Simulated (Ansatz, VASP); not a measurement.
## One calculation of Zn5Se2S3, two programs

```
CELL_PARAMETERS angstrom
-0.00018 -3.95165 0.00036
3.94767 0.00016 0.00014
-1.97583 1.97397 13.79961
ATOMIC_POSITIONS crystal
Zn 0.34592 0.84610 0.69129
Zn 0.95180 0.45190 0.90414
Zn 0.54782 0.04766 0.09602
Zn 0.15429 0.65464 0.30875
Zn 0.75043 0.24999 0.50000
Se 0.89887 0.89860 0.79757
Se 0.10103 0.10117 0.20236
S 0.70200 0.70209 0.40425
S 0.29808 0.29813 0.59559
S 0.49976 0.49972 0.00003
```

Change from the starting cell: cell x1, atoms moved at random (sigma 0.15 Å) and cell strained at random (1.5 %), then relaxed without symmetry.

Alike in both runs: functional PBE; k mesh 4 × 4 × 4; occupations gaussian, width 0.1 eV; no spin polarisation.

Ansatz relaxed the structure, and its values are those at the end. VASP's run is a single point on that final structure, the one shown.

|  | VASP | Ansatz |
| --- | --- | --- |
| version | VASP 6.6.1 | Ansatz 0.2.0 |
| potentials or method | VASP PAW PBE potentials, release 64 (Zn, Se, S), cutoff 520 eV | scalar-relativistic, plane waves, PAW |
| valence electrons in the cell | 90 | 110 |

```csv
,VASP,Ansatz,Ansatz less VASP
gap on the k mesh at the Fermi level (eV),1.56,1.56,-0.001
least direct gap on the mesh (eV),1.56,1.56,-0.001
pressure (GPa),0.1,-0.1,-0.18
rms of the force components (eV/Å),0.005,0.004,-0.0004
```

With one functional, cell and mesh, what is left measures potentials, basis and numerics. VASP's potentials hold 90 valence electrons a cell and Ansatz's 110, so a difference there can come from the potentials and not from the codes.
